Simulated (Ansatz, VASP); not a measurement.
**SrO: VASP beside Ansatz**

File INCAR:

```
PREC = Accurate
ENCUT = 520
EDIFF = 1E-6
ISMEAR = 0
SIGMA = 0.05
LREAL = F
LASPH = T
NELM = 80
ALGO = Normal
ISIF = 2
LWAVE = F
LCHARG = F
GGA = PE
NBANDS = 15
```

File KPOINTS:

```
Automatic mesh
0
Gamma
  8 8 8
```

File POSCAR:

```
SrO
1.0
    0.0000000000      2.5698000000      2.5698000000
    2.5698000000      0.0000000000      2.5698000000
    2.5698000000      2.5698000000      0.0000000000
Sr O
1 1
Direct
    0.0972838353      0.0972838353     -0.0972838353
    0.5000000000      0.5000000000      0.5000000000
```

Input for Ansatz:

```yaml
crystal:
  lattice:
    - [0.0, 2.5698, 2.5698]
    - [2.5698, 0.0, 2.5698]
    - [2.5698, 2.5698, 0.0]
  atoms:
    - { symbol: Sr, position: [0.0972838353, 0.0972838353, -0.0972838353] }
    - { symbol: O, position: [0.5, 0.5, 0.5] }
basis:
  ecutwfc: 420
kpoints:
  mp_grid: { grid: [8, 8, 8] }
hamiltonian:
  xc: pbe
scf:
  occupations: { method: gaussian, width: 0.05 }
output:
  forces: true
  stress: true
  eigenvalues: true
```

Change from the starting cell: all Sr atoms moved -0.500 Å, as atom 1 towards its neighbour atom 2 (O) at 2.570 Å.

Alike in both runs: task single point; functional PBE; k mesh 8 × 8 × 8; occupations gaussian, width 0.05 eV; no spin polarisation.

|  | VASP | Ansatz |
| --- | --- | --- |
| version | VASP 6.6.1 | Ansatz 0.2.0 |
| potentials or method | VASP PAW PBE potentials, release 64 (Sr_sv, O), cutoff 520 eV | scalar-relativistic, plane waves, PAW |
| valence electrons in the cell | 16 | 16 |

Ansatz gave:

```
gap on the k mesh at the Fermi level (eV)                     : 3.32
least direct gap on the mesh (eV)                             : 3.32
pressure (GPa)                                                : 12.1
traceless stress, the component that is largest in VASP (GPa) : 20.62
rms of the force components (eV/Å)                            : 1.861
```

**Question.** What did VASP give for the same quantities?

**Answer.** gap on the k mesh at the Fermi level (eV): 3.28; least direct gap on the mesh (eV): 3.29; pressure (GPa): 13.2; traceless stress, the component that is largest in VASP (GPa): 21.99; rms of the force components (eV/Å): 1.986.

Atom by atom the forces differ by 0.125 eV/Å (rms over components).
